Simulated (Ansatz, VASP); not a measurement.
## Two plane-wave programs on SrCaI2

```
CELL_PARAMETERS angstrom
4.06741 0.00000 0.00000
0.00000 4.06741 0.00000
0.00000 0.00000 8.09154
ATOMIC_POSITIONS crystal
Sr 0.00000 0.00000 0.50000
Ca 0.00000 0.00000 0.00000
I 0.50000 0.50000 0.24695
I 0.50000 0.50000 0.75305
```

Alike in both runs: functional PBE; k mesh 6 × 6 × 4; occupations gaussian, width 0.1 eV; no spin polarisation.

Ansatz relaxed the structure, and its values are those at the end. VASP's run is a single point on that final structure, the one shown.

```csv
,VASP,Ansatz
version,VASP 6.6.1,Ansatz 0.2.0
potentials or method,"VASP PAW PBE potentials, release 64 (Sr_sv, Ca_sv, I), cutoff 520 eV","scalar-relativistic, plane waves, PAW"
valence electrons in the cell,34,54
```

Ansatz gave:

| Quantity | Value |
| --- | --- |
| gap on the k mesh at the Fermi level (eV) | none |
| pressure (GPa) | 0.2 |

Task: Which values does VASP return?

Result: gap on the k mesh at the Fermi level (eV): none; pressure (GPa): 0.3.

A gap of «none» marks a metal or a gap that the smearing closes. VASP's potentials hold 34 valence electrons a cell and Ansatz's 54, so a difference there can come from the potentials and not from the codes.

Spin-orbit coupling is off throughout.
